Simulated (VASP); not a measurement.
Here is a VASP 6.6.1 calculation.

Contents of INCAR:

```
PREC = Accurate
ENCUT = 520
EDIFF = 1E-6
ISMEAR = 0
SIGMA = 0.05
LREAL = False
LASPH = True
NELM = 100
ALGO = Normal
ISIF = 2
LWAVE = False
LCHARG = True
GGA = PS
LELF = True
LVHAR = True
NBANDS = 46
```

KPOINTS

```
regular mesh
0
Gamma
  1 1 6
```

Contents of POSCAR:

```
InP
1.0
   11.2000000000      0.0000000000      0.0000000000
    0.0000000000     13.2000000000      0.0000000000
    0.0000000000      0.0000000000      9.4554973221
In P
4 4
Direct
    0.5994947362      0.5000000000      0.0000000000
    0.4005052638      0.5000000000      0.3333333333
    0.5000000000      0.6462193416      0.6666666667
    0.5000000000      0.3537806584      0.6666666667
    0.4005052638      0.5000000000      0.8333333333
    0.5994947362      0.5000000000      0.5000000000
    0.5000000000      0.3537806584      0.1666666667
    0.5000000000      0.6462193416      0.1666666667
```

Potentials or basis: VASP PAW PBE potentials, release 64 (In_d, P).

Run with:

```console
$ cat potpaw_PBE.64/In_d/POTCAR potpaw_PBE.64/P/POTCAR > POTCAR
$ mpirun -np 1 vasp_std > vasp.out
```

(1) What does it give for the largest force?

## Answers

(1) 1.860 eV/Å.

Caveat: the PAW data sets were made with another functional, which shifts forces and pressure a little.
